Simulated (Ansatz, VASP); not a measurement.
# InAs in VASP and in Ansatz

The input INCAR:

```
ALGO = Normal ; EDIFF = 1E-6
ENCUT = 500 ; GGA = PE
GGA_COMPAT = False ; ISIF = 2
ISMEAR = -1 ; LASPH = True
LCHARG = False ; LREAL = False
LWAVE = False ; NBANDS = 16
NELM = 120 ; PREC = Accurate
SIGMA = 0.08
```

File KPOINTS:

```
k-points
0
Gamma
  10 10 10
```

POSCAR

```
InAs
1.0
    0.0000000000      3.0037040865      3.0037040865
    3.0037040865      0.0000000000      3.0037040865
    3.0037040865      3.0037040865      0.0000000000
In As
1 1
Direct
    0.0000000000      0.0000000000      0.0000000000
    0.7500000000      0.7500000000      0.7500000000
```

Input for Ansatz:

```yaml
crystal:
  lattice:
    - [0.0, 3.0037040865, 3.0037040865]
    - [3.0037040865, 0.0, 3.0037040865]
    - [3.0037040865, 3.0037040865, 0.0]
  atoms:
    - { symbol: In, position: [0.0, 0.0, 0.0] }
    - { symbol: As, position: [0.75, 0.75, 0.75] }
kpoints:
  mp_grid: { grid: [10, 10, 10] }
scf:
  occupations: { method: fermi_dirac, width: 0.08 }
hamiltonian:
  xc: pbe
  pseudopotentials: { kind: all_electron, lapw: { basis_error: 0.0005 } }
output:
  forces: true
  stress: true
  eigenvalues: true
```

Change from the starting cell: volume scaled by 0.98.

Alike in both runs: task single point; functional PBE; k mesh 10 × 10 × 10; occupations fermi-dirac, width 0.08 eV; no spin polarisation.

|  | VASP | Ansatz |
| --- | --- | --- |
| version | VASP 6.6.1 | Ansatz 0.2.0 |
| potentials or method | VASP PAW PBE potentials, release 64 (In_d, As), cutoff 500 eV | all-electron LAPW, scalar-relativistic |

|  | VASP | Ansatz | Ansatz less VASP |
| --- | --- | --- | --- |
| pressure (GPa) | 5.3 | 5.3 | -0.06 |

Ansatz ran all-electron here, and VASP with PAW potentials.
